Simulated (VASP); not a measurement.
GeW3: relaxation of cell and atoms with PBE

GeW3:

```xyz
4
Lattice="0.0000 3.2477 3.2477 3.2477 0.0000 3.2477 3.2477 3.2477 0.0000" Properties=species:S:1:pos:R:3 pbc="T T T"
Ge    3.2477    3.2477    3.2477
W     1.6239    1.6239    1.6239
W     0.0000    0.0000    0.0000
W     4.8716    4.8716    4.8716
```

The cell was built from a structure type or drawn by symmetry, and may not be a known phase.

| Item | Value |
| --- | --- |
| Program | VASP 6.6.1 |
| Task | relaxation of cell and atoms |
| Functional | PBE |
| Potentials or basis | VASP PAW PBE potentials, release 64 (Ge_d, W_sv) |
| Cutoff | 600 eV |
| k mesh | 4 × 4 × 4 |
| Occupations | gaussian, width 0.1 eV |
| Spin | no spin polarisation |
| Dipole correction | no |
| Further INCAR settings | ALGO = Normal; EDIFF = 1e-06; IBRION = 2; EDIFFG = -0.04; NSW = 90; ISIF = 3 |

```yaml
Relaxed_volume: 15.83 Å³/atom
Relaxed_cell: a = 4.474 Å, b = 4.474 Å, c = 4.474 Å, α = 60.00°, β = 60.00°, γ = 60.00°
Space_group_after_relaxing_to_0.1_Å: Fm-3m (No. 225)
Energy_gained_by_relaxing: 75.2 meV/atom
Ionic_steps: 4
Pressure_after_relaxing: -0.3 GPa
Band_gap_on_the_k_mesh: zero (bands 28 and 29 overlap by 2.38 eV)
```

The path:
| step | energy change (eV) | largest force (eV/Å) | pressure (GPa) | volume (Å³) |
| --- | --- | --- | --- | --- |
| 1 | 0.0000 | 0.0000 | -17.00 | 68.51 |
| 2 | 1.9331 | 0.0000 | 75.68 | 52.02 |
| 3 | -0.2990 | 0.0000 | -1.53 | 63.63 |
| 4 | -0.3007 | 0.0000 | -0.31 | 63.33 |

Final structure:
```
Ge W
1.0
     0.00000    3.16371    3.16371
     3.16371    0.00000    3.16371
     3.16371    3.16371    0.00000
Ge W
1 3
Direct
  0.50000 0.50000 0.50000
  0.25000 0.25000 0.25000
  0.00000 0.00000 0.00000
  0.75000 0.75000 0.75000
```

Levels at points of the mesh, in eV from the Fermi level:
```
           k point  band 26  band 27  band 28  band 29  band 30  band 31
(0.00, 0.00, 0.00)    -2.27    -1.28     1.73     1.73     1.73     2.46
(0.50, 0.00, 0.00)    -1.87    -1.44    -0.65    -0.65     1.68     1.68
(0.50, 0.50, 0.00)    -2.67    -1.07    -0.12    -0.12     0.56     1.56
```

Run time: 71 s on 1 thread of AMD EPYC 9R45 96-Core Processor (Zen 5), on a shared host, peak memory 0.22 GiB.

Caveat: the k points lie up to 0.43 Å⁻¹ apart in the final cell, too coarse for converged energies and pressures of a metal; spin-orbit coupling is left out, which moves the levels of the heavy elements.
